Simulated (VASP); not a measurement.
# Ta (Im-3m) in VASP: notebook

Ta is run at these levels: LDA; tasks: single point, relaxation of cell and atoms.

Everything below comes from runs of VASP 6.6.1. Logs are shortened: lines on timing, memory, paths and dates and some standing lists are left out, and cuts for length are marked.

## (1) The cell of the first run

Symmetry: Im-3m, No. 229, cubic system. The conventional cell has a = 3.247 Å, b = 3.247 Å, c = 3.247 Å, α = 90.00°, β = 90.00°, γ = 90.00°. Within 3.7 Å of Ta (site symmetry m-3m) lie 14 Ta at 2.81 to 3.25 Å.

## (2) Single point, LDA

Contents of INCAR:

```
  ALGO = Normal
  EDIFF = 1E-6
  ENCUT = 520
  ISIF = 2
  ISMEAR = 0
  LASPH = True
  LCHARG = False
  LREAL = False
  LWAVE = False
  NBANDS = 12
  NELM = 80
  PREC = Accurate
  SIGMA = 0.05
```

Contents of KPOINTS:

```
k-points
0
Gamma
  9 9 9
```

Contents of POSCAR:

```
Ta
1.0
   -1.6234972076      1.6234972076      1.6234972076
    1.6234972076     -1.6234972076      1.6234972076
    1.6234972076      1.6234972076     -1.6234972076
Ta
1
Direct
    0.0000000000      0.0000000000      0.0000000000
```

Potentials or basis: VASP PAW LDA potentials, release 64 (Ta_pv).

Command:

```sh
cat potpaw_LDA.64/Ta_pv/POTCAR > POTCAR
mpirun -np 1 vasp_std > vasp.out
```

OUTCAR:

```text
EDIFF = 1E-6
   ENCUT = 520
   ISIF = 2
   ISMEAR = 0
   LASPH = True
   LREAL = False
   NELM = 80
   PREC = Accurate

 ion  position               nearest neighbor table
   1  0.000  0.000  0.000-

  LATTYP: Found a body centered cubic cell.
 ALAT       =     3.2469944152

  Lattice vectors:

 A1 = (  -1.6234972076,   1.6234972076,   1.6234972076)
 A2 = (   1.6234972076,  -1.6234972076,   1.6234972076)
 A3 = (   1.6234972076,   1.6234972076,  -1.6234972076)

Analysis of symmetry for initial positions (statically):
=====================================================================
 Subroutine PRICEL returns:
 Original cell was already a primitive cell.

 Routine SETGRP: Setting up the symmetry group for a
 body centered cubic supercell.

 Subroutine GETGRP returns: Found 48 space group operations
 (whereof 48 operations were pure point group operations)
 out of a pool of 48 trial point group operations.

The static configuration has the point symmetry O_h .

Analysis of symmetry for dynamics (positions and initial velocities):
=====================================================================
 Subroutine PRICEL returns:
 Original cell was already a primitive cell.

 Routine SETGRP: Setting up the symmetry group for a
 body centered cubic supercell.

 Subroutine GETGRP returns: Found 48 space group operations
 (whereof 48 operations were pure point group operations)
 out of a pool of 48 trial point group operations.

The dynamic configuration has the point symmetry O_h .

 Subroutine INISYM returns: Found 48 space group operations
 (whereof 48 operations are pure point group operations),
 and found     1 'primitive' translations

----------------------------------------------------------------------------------------

                                     Primitive cell

  volume of cell :      17.1165

  direct lattice vectors                    reciprocal lattice vectors
    -1.623497208  1.623497208  1.623497208     0.000000000  0.307977123  0.307977123
     1.623497208 -1.623497208  1.623497208     0.307977123  0.000000000  0.307977123
     1.623497208  1.623497208 -1.623497208     0.307977123  0.307977123  0.000000000

  length of vectors
     2.811979650  2.811979650  2.811979650     0.435545425  0.435545425  0.435545425

  position of ions in fractional coordinates (direct lattice)
     0.000000000  0.000000000  0.000000000
[... 76 lines left out ...]
   EDIFF  = 0.1E-05   stopping-criterion for ELM
   LREAL  =      F    real-space projection
   EDIFFG = 0.1E-04   stopping-criterion for IOM
   NSW    =      0    number of steps for IOM
   IBRION =     -1    ionic relax: 0-MD 1-quasi-New 2-CG
   NFREE  =      0    steps in history (QN), initial steepest desc. (CG)
   ISIF   =      2    stress and relaxation
   ISYM   =      2    0-nonsym 1-usesym 2-fastsym
   POTIM  = 0.5000    time-step for ionic-motion
   TEBEG  =    0.0;   TEEND  =   0.0 temperature during run
   PSTRESS=    0.0 pullay stress
   NELECT =      11.0000    total number of electrons
   NUPDOWN=      -1.0000    fix difference up-down
   EMIN   =  10.00;   EMAX   =-10.00  energy-range for DOS
   EFERMI =   0.00;   METHOD = LEGACY
   ISMEAR =     0;   SIGMA  =   0.05  broadening in eV -4-tet -1-fermi 0-gaus
   EFERMI_NEDOS =   21; number of points for ismear=-14 and -15
   IALGO  =     38    algorithm
   IMIX   =      4    mixing-type and parameters
     AMIX     =   0.40;   BMIX     =  1.00
     AMIX_MAG =   1.60;   BMIX_MAG =  1.00
  volume/ion in A,a.u.               =      17.12       115.51
  Fermi-wavevector in a.u.,A,eV,Ry     =   1.412757  2.669724 27.155634  1.995883
  Thomas-Fermi vector in A             =   2.534473
   LORBIT       =      0    0 simple, 1 ext, 2 COOP (PROOUT), +10 PAW based schemes
   GGA     = CA    functional components
   LHFCALC =     F    Hartree Fock is set to
   AEXX    =    0.0000 exact exchange contribution
   IVDW    =     0    specifies the selected vdW correction
   LEPSILON=     F    determine dielectric tensor
   LRPA    =     F    only Hartree local field effects (RPA)
 non-spin polarized calculation
 Gauss-broadening in eV      SIGMA  =   0.05
  energy-cutoff  :      520.00
  volume of cell :       17.12
 maximum number of plane-waves:       473
 NGX is ok and might be reduce to    24
   NGX = 11   NGY = 11   NGZ = 11

 number of electron      10.9999999 magnetization

 Free energy of the ion-electron system (eV)
  ---------------------------------------------------
  ext. energy  EPLUGINS =         0.00000000
  ---------------------------------------------------
  free energy    TOTEN  =       -12.81636789 eV

  energy without entropy =      -12.81430481  energy(sigma->0) =      -12.81533635

 E-fermi :   5.8789     XC(G=0): -13.0526

 val. band max:        5.8590460882   @ k =  -0.2222   0.2222   0.1111
 cond. band min:       5.9372501502   @ k =  -0.2222   0.3333   0.1111
 fundamental gap:      0.0782040620
 Fermi energy:         5.8789327227

 k-point     1 :       0.0000    0.0000    0.0000
  band No.  band energies     occupation
      1     -26.8412      2.00000
      2     -26.8412      2.00000
      3     -26.8412      2.00000
      4      -2.2035      2.00000
      5       6.5114      0.00000
      6       6.5114      0.00000
      7       6.5114      0.00000
      8       9.9510      0.00000
      9       9.9510      0.00000
     10      19.7346      0.00000
     11      21.1384      0.00000
     12      21.1384      0.00000
[... 331 lines left out ...]
 k-point    24 :      -0.4444   -0.4444    0.1111
  band No.  band energies     occupation
      1     -28.1096      2.00000
      2     -27.5129      2.00000
      3     -27.0688      2.00000
      4       2.4861      2.00000
      5       4.9686      2.00000
      6       5.2436      2.00000
      7       8.5266      0.00000
      8      12.1144      0.00000
      9      15.2812      0.00000
     10      17.2608      0.00000
     11      19.7444      0.00000
     12      21.1861      0.00000

 [... further k-points ...]
[... 5 lines left out ...]
  --------------------------------------------------------------------------------------
  -------------------------------------------------------------------------------------
  Total        0.0991243      0.0991243      0.0991243      0.0000000      0.0000000      0.0000000
  in kB        9.2784647      9.2784647      9.2784647      0.0000000      0.0000000      0.0000000
  external PRESSURE =       9.2784647 kB  Pullay stress =       0.0000000 kB

 VOLUME and BASIS-vectors are now :
 -----------------------------------------------------------------------------
  energy-cutoff  :      520.00
  volume of cell :       17.12
      direct lattice vectors                 reciprocal lattice vectors
    -1.623497208  1.623497208  1.623497208     0.000000000  0.307977123  0.307977123
     1.623497208 -1.623497208  1.623497208     0.307977123  0.000000000  0.307977123
     1.623497208  1.623497208 -1.623497208     0.307977123  0.307977123  0.000000000

 POSITION                                       TOTAL-FORCE (eV/Angst)
 -----------------------------------------------------------------------------------
      0.00000      0.00000      0.00000        -0.000000     -0.000000      0.000000
 -----------------------------------------------------------------------------------
    total drift:                                0.000000      0.000000     -0.000000

  FREE ENERGIE OF THE ION-ELECTRON SYSTEM (eV)
  ---------------------------------------------------
  free  energy   TOTEN  =       -12.8163678862 eV

  energy  without entropy=      -12.8143048106  energy(sigma->0) =      -12.81533635
```

OSZICAR:

```text
N       E                     dE             d eps       ncg     rms          rms(c)
DAV:   1     0.613582562242E+02    0.61358E+02   -0.62381E+03   848   0.884E+02
DAV:   2    -0.122102593962E+02   -0.73569E+02   -0.71687E+02   936   0.249E+02
DAV:   3    -0.132599639506E+02   -0.10497E+01   -0.10390E+01   948   0.282E+01
DAV:   4    -0.132624186131E+02   -0.24547E-02   -0.24544E-02   936   0.156E+00
DAV:   5    -0.132624258697E+02   -0.72567E-05   -0.72565E-05   980   0.784E-02    0.147E+01
DAV:   6    -0.129168745551E+02    0.34555E+00   -0.27038E-01   948   0.538E+00    0.720E+00
DAV:   7    -0.128184497681E+02    0.98425E-01   -0.20480E-01   944   0.432E+00    0.479E-01
DAV:   8    -0.128164007889E+02    0.20490E-02   -0.16524E-03   892   0.461E-01    0.730E-02
DAV:   9    -0.128163678565E+02    0.32932E-04   -0.68081E-05   980   0.914E-02    0.276E-02
DAV:  10    -0.128163678862E+02   -0.29714E-07   -0.10979E-06   600   0.132E-02
   1 F= -.12816368E+02 E0= -.12815336E+02  d E =-.206308E-02
```

It took 3.1 s on 1 thread of Intel Xeon 6975P-C (Granite Rapids), shared host; peak memory 0.13 GiB.

What came out:

```
Free energy : -12.8164 eV
Pressure    : 0.9 GPa
```

Levels at points of the mesh, in eV from the Fermi level:
| k point | band 3 | band 4 | band 5 | band 6 | band 7 | band 8 |
| --- | --- | --- | --- | --- | --- | --- |
| (0.00, 0.00, 0.00) | -32.72 | -8.08 | 0.63 | 0.63 | 0.63 | 4.07 |

Caveat: spin-orbit coupling is left out, which moves the levels of the heavy elements.

## (3) Relaxation of cell and atoms, LDA

This run uses another cell than the first one, of 18.01 Å³/atom, 1.052 times its volume.

Contents of INCAR:

```
SYSTEM = Ta
PREC = Accurate
ENCUT = 600
EDIFF = 1E-6
ISMEAR = 0
SIGMA = 0.05
LREAL = .FALSE.
LASPH = .TRUE.
NELM = 60
ALGO = Normal
ISIF = 3
LWAVE = .FALSE.
LCHARG = .FALSE.
GGA = CA
IBRION = 2
NSW = 80
EDIFFG = -0.03
```

Contents of KPOINTS:

```
Automatic mesh
0
G
  9 9 9
  0 0 0
```

Contents of POSCAR:

```
Ta
1.0
   -1.6512800000      1.6512800000      1.6512800000
    1.6512800000     -1.6512800000      1.6512800000
    1.6512800000      1.6512800000     -1.6512800000
Ta
1
Direct
    0.0000000000      0.0000000000      0.0000000000
```

Potentials or basis: VASP PAW LDA potentials, release 64 (Ta_pv).

Command:

```sh
cat potpaw_LDA.64/Ta_pv/POTCAR > POTCAR
mpirun -np 1 vasp_std > vasp.out
```

OUTCAR:

```text
SYSTEM = Ta
   PREC = Accurate
   ENCUT = 600
   EDIFF = 1E-6
   ISMEAR = 0
   LREAL = .FALSE.
   LASPH = .TRUE.
   NELM = 60
   ISIF = 3
   GGA = CA
   IBRION = 2
   NSW = 80
   EDIFFG = -0.03

 ion  position               nearest neighbor table
   1  0.000  0.000  0.000-

  LATTYP: Found a body centered cubic cell.
 ALAT       =     3.3025600000

  Lattice vectors:

 A1 = (  -1.6512800000,   1.6512800000,   1.6512800000)
 A2 = (   1.6512800000,  -1.6512800000,   1.6512800000)
 A3 = (   1.6512800000,   1.6512800000,  -1.6512800000)

Analysis of symmetry for initial positions (statically):
=====================================================================
 Subroutine PRICEL returns:
[... 281 lines left out ...]
  free energy    TOTEN  =       -12.81683324 eV

  energy without entropy =      -12.81466456  energy(sigma->0) =      -12.81574890

 E-fermi :   5.8441     XC(G=0): -13.0294

 val. band max:        5.8254246028   @ k =  -0.2222   0.2222   0.1111
 cond. band min:       5.8962887566   @ k =   0.3333   0.0000   0.0000
 fundamental gap:      0.0708641538
 Fermi energy:         5.8441300585

 k-point     1 :       0.0000    0.0000    0.0000
  band No.  band energies     occupation
      1     -26.8967      2.00000
      2     -26.8967      2.00000
      3     -26.8967      2.00000
      4      -2.2257      2.00000
      5       6.4737      0.00000
      6       6.4737      0.00000
      7       6.4737      0.00000
      8       9.8965      0.00000
      9       9.8965      0.00000
[... 265 lines left out ...]
 k-point    24 :      -0.4444   -0.4444    0.1111
  band No.  band energies     occupation
      1     -28.1472      2.00000
      2     -27.5591      2.00000
      3     -27.1211      2.00000
      4       2.4636      2.00000
      5       4.9385      2.00000
      6       5.2048      2.00000
      7       8.4781      0.00000
      8      12.0415      0.00000
      9      15.1901      0.00000

 [... further k-points ...]
[... 5 lines left out ...]
  --------------------------------------------------------------------------------------
  -------------------------------------------------------------------------------------
  Total       -0.0072468     -0.0072468     -0.0072468     -0.0000000     -0.0000000      0.0000000
  in kB       -0.6753033     -0.6753033     -0.6753033     -0.0000000     -0.0000000      0.0000000
  external PRESSURE =      -0.6753033 kB  Pullay stress =       0.0000000 kB
[... 16 lines left out ...]
  FREE ENERGIE OF THE ION-ELECTRON SYSTEM (eV)
  ---------------------------------------------------
  free  energy   TOTEN  =       -12.8168332363 eV

  energy  without entropy=      -12.8146645644  energy(sigma->0) =      -12.81574890

 reached required accuracy - stopping structural energy minimisation
```

It took 8.4 s on 1 thread of Intel Xeon 6975P-C (Granite Rapids), shared host; peak memory 0.14 GiB.

What came out:

| Property | Result |
| --- | --- |
| Free energy | -12.8168 eV |
| Relaxed volume | 17.19 Å³/atom |
| Relaxed cell | a = 2.816 Å, b = 2.816 Å, c = 2.816 Å, α = 109.47°, β = 109.47°, γ = 109.47° |
| Space group after relaxing (to 0.05 Å) | Im-3m (No. 229) |
| Energy gained by relaxing | 25.0 meV/atom |
| Ionic steps | 4 |
| Pressure after relaxing | -0.1 GPa |

The path:
```tsv
step	energy change (eV)	largest force (eV/Å)	pressure (GPa)	volume (Å³)
1	0.0000	0.0000	-9.29	18.01
2	0.1279	0.0000	29.83	15.42
3	-0.0249	0.0000	-0.65	17.24
4	-0.0250	0.0000	-0.07	17.19
```

Final structure:
```cif
data_structure
_symmetry_space_group_name_H-M 'P 1'
_symmetry_Int_Tables_number 1
_cell_length_a 2.8162
_cell_length_b 2.8162
_cell_length_c 2.8162
_cell_angle_alpha 109.471
_cell_angle_beta 109.471
_cell_angle_gamma 109.471
_cell_volume 17.19
loop_
_atom_site_label
_atom_site_type_symbol
_atom_site_fract_x
_atom_site_fract_y
_atom_site_fract_z
_atom_site_occupancy
Ta1 Ta 0.00000 0.00000 0.00000 1
```

Levels at points of the mesh, in eV from the Fermi level:
| k point | band 2 | band 3 | band 4 | band 5 | band 6 | band 7 | band 8 | band 9 |
| --- | --- | --- | --- | --- | --- | --- | --- | --- |
| (0.00, 0.00, 0.00) | -32.74 | -32.74 | -8.07 | 0.63 | 0.63 | 0.63 | 4.05 | 4.05 |

Caveat: spin-orbit coupling is left out, which moves the levels of the heavy elements. LDA usually gives volumes a few per cent too small.
